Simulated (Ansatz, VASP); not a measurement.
## ScIr in VASP and in Ansatz

```
Sc Ir
1.0
     3.16159    0.00000    0.00000
     0.00000    3.16159    0.00000
     0.00000    0.00000    3.16159
Sc Ir
1 1
Direct
  0.50000 0.50000 0.50000
  0.00000 0.00000 0.00000
```

Alike in both runs: functional LDA; k mesh 14 × 14 × 14; occupations gaussian, width 0.1 eV; no spin polarisation.

Ansatz relaxed the structure, and its values are those at the end. VASP's run is a single point on that final structure, the one shown.

```csv
,VASP,Ansatz
version,VASP 6.6.1,Ansatz 0.2.0
potentials or method,"VASP PAW LDA potentials, release 64 (Sc_sv, Ir_sv_GW), cutoff 500 eV","scalar-relativistic, plane waves, PAW"
valence electrons in the cell,28,28
```

VASP gave:

| Quantity | Value |
| --- | --- |
| gap on the k mesh at the Fermi level (eV) | none |
| pressure (GPa) | -0.4 |

Task: What did Ansatz give for the same quantities?

Result: gap on the k mesh at the Fermi level (eV): none; pressure (GPa): 0.0.

LDA's correlation is that of Perdew and Zunger in VASP and of Perdew and Wang (1992) in Ansatz. A gap of «none» marks a metal or a gap that the smearing closes.

Spin-orbit coupling is off throughout.
